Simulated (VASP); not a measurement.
# BAs (F-43m) in VASP: notebook

The runs below take BAs through relaxation of cell and atoms, with PBE.

All numbers are computed with VASP 6.6.1; they aren't measurements. Logs are shortened: lines on timing, memory, paths and dates and some standing lists are left out, and cuts for length are marked.

### Step 1. The cell of the first run

The structure is cubic, space group F-43m (No. 216). The conventional cell has a = 4.777 Å, b = 4.777 Å, c = 4.777 Å, α = 90.00°, β = 90.00°, γ = 90.00°. Within 2.7 Å of B (site symmetry -43m) lie 4 As at 2.07 Å. As (site symmetry -43m) has 4 B at 2.07 Å within 2.7 Å.

### Step 2. Relaxation of cell and atoms, PBE, target pressure 5 GPa, at which the enthalpy is minimised

File INCAR:

```
SYSTEM = BAs
PREC = Accurate
ENCUT = 600
EDIFF = 1E-6
ISMEAR = 0
SIGMA = 0.01
LREAL = .False.
LASPH = .True.
NELM = 60
ALGO = Normal
ISIF = 3
LWAVE = .False.
LCHARG = .False.
GGA = PE
IBRION = 2
NSW = 80
EDIFFG = -0.01
PSTRESS = 50.0
```

File KPOINTS:

```
Automatic mesh
0
Gamma
  9 9 9
  0 0 0
```

File POSCAR:

```
BAs
1.0
    0.0000000000      2.3885000000      2.3885000000
    2.3885000000      0.0000000000      2.3885000000
    2.3885000000      2.3885000000      0.0000000000
B As
1 1
Direct
    0.0000000000      0.0000000000      0.0000000000
    0.2500000000      0.2500000000      0.2500000000
```

Potentials or basis: VASP PAW PBE potentials, release 64 (B, As).

On the command line:

```sh
$ cat potpaw_PBE.64/B/POTCAR potpaw_PBE.64/As/POTCAR > POTCAR
$ mpirun -np 1 vasp_std > vasp.out
```

OUTCAR:

```text
SYSTEM = BAs
   PREC = Accurate
   ENCUT = 600
   EDIFF = 1E-6
   ISMEAR = 0
   LREAL = .False.
   LASPH = .True.
   NELM = 60
   ISIF = 3
   GGA = PE
   IBRION = 2
   NSW = 80
   EDIFFG = -0.01
   PSTRESS = 50.0

 ion  position               nearest neighbor table
   1  0.000  0.000  0.000-   2 2.07   2 2.07   2 2.07   2 2.07
   2  0.250  0.250  0.250-   1 2.07   1 2.07   1 2.07   1 2.07

  LATTYP: Found a face centered cubic cell.
 ALAT       =     4.7770000000

  Lattice vectors:

 A1 = (   0.0000000000,   2.3885000000,   2.3885000000)
 A2 = (   2.3885000000,   0.0000000000,   2.3885000000)
 A3 = (   2.3885000000,   2.3885000000,   0.0000000000)

Analysis of symmetry for initial positions (statically):
=====================================================================
 Subroutine PRICEL returns:
 Original cell was already a primitive cell.

 Routine SETGRP: Setting up the symmetry group for a
 face centered cubic supercell.

 Subroutine GETGRP returns: Found 24 space group operations
 (whereof 24 operations were pure point group operations)
 out of a pool of 48 trial point group operations.

The static configuration has the point symmetry T_d .

Analysis of symmetry for dynamics (positions and initial velocities):
=====================================================================
 Subroutine PRICEL returns:
 Original cell was already a primitive cell.

 Routine SETGRP: Setting up the symmetry group for a
 face centered cubic supercell.

 Subroutine GETGRP returns: Found 24 space group operations
 (whereof 24 operations were pure point group operations)
 out of a pool of 48 trial point group operations.

The dynamic configuration has the point symmetry T_d .

 Subroutine INISYM returns: Found 24 space group operations
 (whereof 24 operations are pure point group operations),
 and found     1 'primitive' translations

----------------------------------------------------------------------------------------

                                     Primitive cell

  volume of cell :      27.2525

  direct lattice vectors                    reciprocal lattice vectors
     0.000000000  2.388500000  2.388500000    -0.209336404  0.209336404  0.209336404
     2.388500000  0.000000000  2.388500000     0.209336404 -0.209336404  0.209336404
     2.388500000  2.388500000  0.000000000     0.209336404  0.209336404 -0.209336404

  length of vectors
     3.377849094  3.377849094  3.377849094     0.362581287  0.362581287  0.362581287

  position of ions in fractional coordinates (direct lattice)
     0.000000000  0.000000000  0.000000000
     0.250000000  0.250000000  0.250000000

  ion indices of the primitive-cell ions
   primitive index   ion index
                 1           1
                 2           2

----------------------------------------------------------------------------------------

 KPOINTS: Automatic mesh

Automatic generation of k-mesh.
 Grid dimensions read from file:
 generate k-points for:    9    9    9

 Generating k-lattice:

  Cartesian coordinates                     Fractional coordinates (reciprocal lattice)
    -0.023259600  0.023259600  0.023259600     0.111111111  0.000000000  0.000000000
     0.023259600 -0.023259600  0.023259600     0.000000000  0.111111111  0.000000000
     0.023259600  0.023259600 -0.023259600     0.000000000  0.000000000  0.111111111

  Length of vectors
     0.040286810  0.040286810  0.040286810

  Shift w.r.t. Gamma in fractional coordinates (k-lattice)
     0.000000000  0.000000000  0.000000000

 Subroutine IBZKPT returns following result:
 ===========================================

 Found     35 irreducible k-points:

 Following reciprocal coordinates:
            Coordinates               Weight
  0.000000  0.000000  0.000000      1.000000
  0.111111  0.000000  0.000000      8.000000
  0.222222  0.000000  0.000000      8.000000
  0.333333  0.000000  0.000000      8.000000
  0.444444  0.000000  0.000000      8.000000
  0.111111  0.111111  0.000000      6.000000
[... 16 lines left out ...]
 -0.333333  0.333333  0.000000     12.000000
  0.444444  0.444444  0.000000      6.000000
 [... further k-points ...]
   k-points           NKPTS =     35   k-points in BZ     NKDIM =     35   number of bands    NBANDS=      8
   number of dos      NEDOS =    301   number of ions     NIONS =      2
   total plane-waves  NPLWV =  21952
   dimension x,y,z NGX =    28 NGY =   28 NGZ =   28
   dimension x,y,z NGXF=    56 NGYF=   56 NGZF=   56
   ions per type =               1   1
   NGX,Y,Z   is equivalent  to a cutoff of  13.78, 13.78, 13.78 a.u.
   NGXF,Y,Z  is equivalent  to a cutoff of  27.56, 27.56, 27.56 a.u.
 SYSTEM =  BAs
   PREC   = accura    normal or accurate (medium, high low for compatibility)
   ISTART =      0    job   : 0-new  1-cont  2-samecut
   ICHARG =      2    charge: 1-file 2-atom 10-const
   ISPIN  =      1    spin polarized calculation?
   LNONCOLLINEAR =      F non collinear calculations
   LSORBIT =      F    spin-orbit coupling
   LASPH  =      T    aspherical Exc in radial PAW
   ENCUT  =  600.0 eV  44.10 Ry    6.64 a.u.   6.75  6.75  6.75*2*pi/ulx,y,z
   NELM   =     60;   NELMIN=  2; NELMDL= -5     # of ELM steps
   EDIFF  = 0.1E-05   stopping-criterion for ELM
   LREAL  =      F    real-space projection
   EDIFFG = -.1E-01   stopping-criterion for IOM
   NSW    =     80    number of steps for IOM
   IBRION =      2    ionic relax: 0-MD 1-quasi-New 2-CG
   NFREE  =      1    steps in history (QN), initial steepest desc. (CG)
   ISIF   =      3    stress and relaxation
   ISYM   =      2    0-nonsym 1-usesym 2-fastsym
   POTIM  = 0.5000    time-step for ionic-motion
   TEBEG  =    0.0;   TEEND  =   0.0 temperature during run
   PSTRESS=   50.0 pullay stress
   NELECT =       8.0000    total number of electrons
   NUPDOWN=      -1.0000    fix difference up-down
   EMIN   =  10.00;   EMAX   =-10.00  energy-range for DOS
   EFERMI =   0.00;   METHOD = LEGACY
   ISMEAR =     0;   SIGMA  =   0.01  broadening in eV -4-tet -1-fermi 0-gaus
   EFERMI_NEDOS =   21; number of points for ismear=-14 and -15
   IALGO  =     38    algorithm
   IMIX   =      4    mixing-type and parameters
     AMIX     =   0.40;   BMIX     =  1.00
     AMIX_MAG =   1.60;   BMIX_MAG =  1.00
  volume/ion in A,a.u.               =      13.63        91.95
  Fermi-wavevector in a.u.,A,eV,Ry     =   1.088018  2.056057 16.106360  1.183784
  Thomas-Fermi vector in A             =   2.224191
   LORBIT       =      0    0 simple, 1 ext, 2 COOP (PROOUT), +10 PAW based schemes
   GGA     = PE    functional components
   LHFCALC =     F    Hartree Fock is set to
   AEXX    =    0.0000 exact exchange contribution
   IVDW    =     0    specifies the selected vdW correction
   LEPSILON=     F    determine dielectric tensor
   LRPA    =     F    only Hartree local field effects (RPA)
 conjugate gradient relaxation of ions
 non-spin polarized calculation
 Gauss-broadening in eV      SIGMA  =   0.01
  energy-cutoff  :      600.00
  volume of cell :       27.25
 maximum number of plane-waves:       941
   NGX = 13   NGY = 13   NGZ = 13

--------------------------------------- Ionic step        1  -------------------------------------------

 number of electron       8.0000000 magnetization

 Free energy of the ion-electron system (eV)
  ---------------------------------------------------
  ext. energy  EPLUGINS =         0.00000000
  ---------------------------------------------------
  free energy    TOTEN  =       -11.40670096 eV

  energy without entropy =      -11.40670096  energy(sigma->0) =      -11.40670096

------------------------ aborting loop because EDIFF is reached ----------------------------------------

  FORCE on cell =-STRESS in cart. coord.  units (eV):
  Direction    XX          YY          ZZ          XY          YZ          ZX
  --------------------------------------------------------------------------------------
  -------------------------------------------------------------------------------------
  Total        0.5812296      0.5812296      0.5812296      0.0000000      0.0000000      0.0000000
  in kB       34.1705973     34.1705973     34.1705973      0.0000000      0.0000000      0.0000000
  external PRESSURE =     -15.8294027 kB  Pullay stress =      50.0000000 kB
[... 61 lines left out ...]
  enthalpy is  TOTEN    =       -10.5566330197 eV   P V=        0.8340185003

--------------------------------------- Ionic step        3  -------------------------------------------

 number of electron       8.0000000 magnetization

 Free energy of the ion-electron system (eV)
  ---------------------------------------------------
  ext. energy  EPLUGINS =         0.00000000
  ---------------------------------------------------
  free energy    TOTEN  =       -11.39914017 eV

  energy without entropy =      -11.39914017  energy(sigma->0) =      -11.39914017

 E-fermi :   6.3067     XC(G=0): -10.6303

 val. band max:        6.2439352745   @ k =   0.0000   0.0000   0.0000
 cond. band min:       7.4585468947   @ k =   0.4444   0.4444   0.0000
 fundamental gap:      1.2146116202
 Fermi energy:         6.3066595349

 k-point     1 :       0.0000    0.0000    0.0000
  band No.  band energies     occupation
      1      -9.2545      2.00000
      2       6.2439      2.00000
      3       6.2439      2.00000
      4       6.2439      2.00000
      5       9.5338      0.00000
      6       9.5338      0.00000
      7       9.5338      0.00000
      8      11.0670      0.00000
[... 243 lines left out ...]
 k-point    24 :       0.4444    0.4444    0.0000
  band No.  band energies     occupation
      1      -5.3832      2.00000
      2      -1.8867      2.00000
      3       2.1895      2.00000
      4       2.1895      2.00000
      5       7.4585      0.00000
      6       8.0489      0.00000
      7      17.3735      0.00000
      8      17.3735      0.00000

 [... further k-points ...]
[... 5 lines left out ...]
  --------------------------------------------------------------------------------------
  -------------------------------------------------------------------------------------
  Total        0.8428934      0.8428934      0.8428934      0.0000000      0.0000000     -0.0000000
  in kB       50.0838673     50.0838673     50.0838673      0.0000000      0.0000000     -0.0000000
  external PRESSURE =       0.0838673 kB  Pullay stress =      50.0000000 kB
[... 17 lines left out ...]
  FREE ENERGIE OF THE ION-ELECTRON SYSTEM (eV)
  ---------------------------------------------------
  free  energy   TOTEN  =       -11.3991401742 eV

  energy  without entropy=      -11.3991401742  energy(sigma->0) =      -11.39914017

  enthalpy is  TOTEN    =       -10.5576582476 eV   P V=        0.8414819266

 reached required accuracy - stopping structural energy minimisation
```

It took 39 s on 1 thread of Intel Xeon 8259CL, shared host; peak memory 0.17 GiB.

Results:

| Quantity | Value |
| --- | --- |
| Free energy | -11.3991 eV |
| Relaxed volume | 13.48 Å³/atom |
| Relaxed cell | a = 3.366 Å, b = 3.366 Å, c = 3.366 Å, α = 60.00°, β = 60.00°, γ = 60.00° |
| Space group after relaxing (to 0.05 Å) | F-43m (No. 216) |
| Energy change on relaxing (the enthalpy is what falls) | +3.8 meV/atom |
| Ionic steps | 3 |
| Pressure after relaxing | 5.0 GPa |
| Band gap on the k mesh | 1.21 eV, indirect (least direct gap 3.29 eV) |

Step by step:
```
step  energy change (eV)  largest force (eV/Å)  pressure (GPa)  volume (Å³)
   1              0.0000                0.0000            3.42        27.25
   2              0.0160                0.0000            6.39        26.72
   3              0.0076                0.0000            5.01        26.96
```

Final structure:
```yaml
crystal:
  lattice:
    - [0.00000, 2.38004, 2.38004]
    - [2.38004, 0.00000, 2.38004]
    - [2.38004, 2.38004, 0.00000]
  atoms:
    - { symbol: B, position: [0.00000, 0.00000, 0.00000] }
    - { symbol: As, position: [0.25000, 0.25000, 0.25000] }
```

Levels at points of the mesh, in eV from the valence-band top:
| k point | band 1 | band 2 | band 3 | band 4 | band 5 | band 6 | band 7 | band 8 |
| --- | --- | --- | --- | --- | --- | --- | --- | --- |
| (0.00, 0.00, 0.00) | -15.50 | 0.00 | 0.00 | 0.00 | 3.29 | 3.29 | 3.29 | 4.82 |

Caveat: the cell is relaxed towards a set pressure, so the enthalpy falls and the energy may rise.

### Step 3. Relaxation of cell and atoms, PBE, target pressure 10 GPa, at which the enthalpy is minimised

File INCAR:

```
SYSTEM = BAs
  PREC = Accurate
  ENCUT = 600
  EDIFF = 1E-7
  ISMEAR = 0
  SIGMA = 0.01
  LREAL = .FALSE.
  LASPH = .TRUE.
  NELM = 100
  ALGO = Normal
  ISIF = 3
  LWAVE = .FALSE.
  LCHARG = .FALSE.
  GGA = PE
  IBRION = 2
  NSW = 80
  EDIFFG = -0.01
  PSTRESS = 100.0
```

File KPOINTS:

```
regular mesh
0
G
  9 9 9
  0 0 0
```

POSCAR is that of step 2.

Potentials or basis: VASP PAW PBE potentials, release 64 (B, As).

On the command line:

```sh
$ cat potpaw_PBE.64/B/POTCAR potpaw_PBE.64/As/POTCAR > POTCAR
$ mpirun -np 1 vasp_std > vasp.out
```

It took 44 s on 1 thread of Intel Xeon 8259CL, shared host; peak memory 0.17 GiB.

It converged, with:

- Free energy: -11.3615 eV
- Relaxed volume: 13.08 Å³/atom
- Relaxed cell: a = 3.332 Å, b = 3.332 Å, c = 3.332 Å, α = 60.00°, β = 60.00°, γ = 60.00°
- Space group after relaxing (to 0.05 Å): F-43m (No. 216)
- Energy change on relaxing (the enthalpy is what falls): +22.6 meV/atom
- Ionic steps: 3
- Pressure after relaxing: 10.0 GPa
- Band gap on the k mesh: 1.18 eV, indirect (least direct gap 3.33 eV)

The path:
| step | energy change (eV) | largest force (eV/Å) | pressure (GPa) | volume (Å³) |
| --- | --- | --- | --- | --- |
| 1 | 0.0000 | 0.0000 | 3.42 | 27.25 |
| 2 | 0.1342 | 0.0000 | 17.55 | 25.10 |
| 3 | 0.0452 | 0.0000 | 9.96 | 26.15 |

Final structure:
```yaml
crystal:
  lattice:
    - [0.00000, 2.35589, 2.35589]
    - [2.35589, 0.00000, 2.35589]
    - [2.35589, 2.35589, 0.00000]
  atoms:
    - { symbol: B, position: [0.00000, 0.00000, 0.00000] }
    - { symbol: As, position: [0.25000, 0.25000, 0.25000] }
```

Levels at points of the mesh, in eV from the valence-band top:
```tsv
k point	band 2	band 3	band 4	band 5	band 6	band 7
(0.00, 0.00, 0.00)	0.00	0.00	0.00	3.33	3.33	3.33
```

Caveat: the cell is relaxed towards a set pressure, so the enthalpy falls and the energy may rise. A k mesh can miss the band edges.

### Step 4. Relaxation of cell and atoms, PBE, target pressure 20 GPa, at which the enthalpy is minimised

File INCAR:

```
PREC     = Accurate       # precision mode
ENCUT    = 600            # plane-wave cutoff, eV
EDIFF    = 1E-6           # SCF threshold, eV
ISMEAR   = 0              # smearing method
SIGMA    = 0.01           # smearing width, eV
LREAL    = False          # projectors in reciprocal space
LASPH    = True           # aspherical terms in the spheres
NELM     = 100            # most SCF steps
ALGO     = Normal         # electronic algorithm
ISIF     = 3              # what is computed and relaxed
LWAVE    = False          # write WAVECAR
LCHARG   = False          # write CHGCAR
GGA      = PE             # functional
IBRION   = 2              # ionic algorithm
NSW      = 80             # ionic steps
EDIFFG   = -0.01          # ionic threshold
PSTRESS  = 200.0
```

File KPOINTS:

```
Automatic mesh
0
Gamma
  9 9 9
```

POSCAR is that of step 3.

On the command line:

```sh
$ cat potpaw_PBE.64/B/POTCAR potpaw_PBE.64/As/POTCAR > POTCAR
$ mpirun -np 1 vasp_std > vasp.out
```

It took 47 s on 1 thread of Intel Xeon 8259CL, shared host; peak memory 0.17 GiB.

The run converged. Its results:

* Free energy: -11.2384 eV
* Relaxed volume: 12.41 Å³/atom
* Relaxed cell: a = 3.274 Å, b = 3.274 Å, c = 3.274 Å, α = 60.00°, β = 60.00°, γ = 60.00°
* Space group after relaxing (to 0.05 Å): F-43m (No. 216)
* Energy change on relaxing (the enthalpy is what falls): +84.1 meV/atom
* Ionic steps: 4
* Pressure after relaxing: 19.9 GPa
* Band gap on the k mesh: 1.12 eV, indirect (least direct gap 3.40 eV)

Step by step:
```csv
step,energy change (eV),largest force (eV/Å),pressure (GPa),volume (Å³)
1,0.0000,0.0000,3.42,27.25
2,0.7495,0.0000,50.38,22.06
3,0.1615,0.0000,19.48,24.87
4,0.1683,0.0000,19.94,24.81
```

Final structure:
```yaml
crystal:
  lattice:
    - [0.00000, 2.31499, 2.31499]
    - [2.31499, 0.00000, 2.31499]
    - [2.31499, 2.31499, 0.00000]
  atoms:
    - { symbol: B, position: [0.00000, 0.00000, 0.00000] }
    - { symbol: As, position: [0.25000, 0.25000, 0.25000] }
```

Levels at points of the mesh, in eV from the valence-band top:
```csv
k point,band 2,band 3,band 4,band 5,band 6,band 7
"(0.00, 0.00, 0.00)",0.00,0.00,0.00,3.40,3.40,3.40
```

Caveat: the cell is relaxed towards a set pressure, so the enthalpy falls and the energy may rise.

### Step 5. Summary

| cell | gap on the mesh (eV) | pressure (GPa) |
| --- | --- | --- |
| relaxed to 5 GPa | 1.21 | 5.0 |
| relaxed to 10 GPa | 1.18 | 10.0 |
| relaxed to 20 GPa | 1.12 | 19.9 |

Alike in all rows: task relaxation of cell and atoms; level PBE; potentials or basis VASP PAW PBE potentials, release 64 (B, As); no spin polarisation; k mesh 9 × 9 × 9; cutoff (eV) 600; smearing gaussian 0.01 eV.

Caveats: the cell is relaxed towards a set pressure, so the enthalpy falls and the energy may rise.

Total energies depend on the potentials used, so only differences within one code and one set of settings carry meaning.
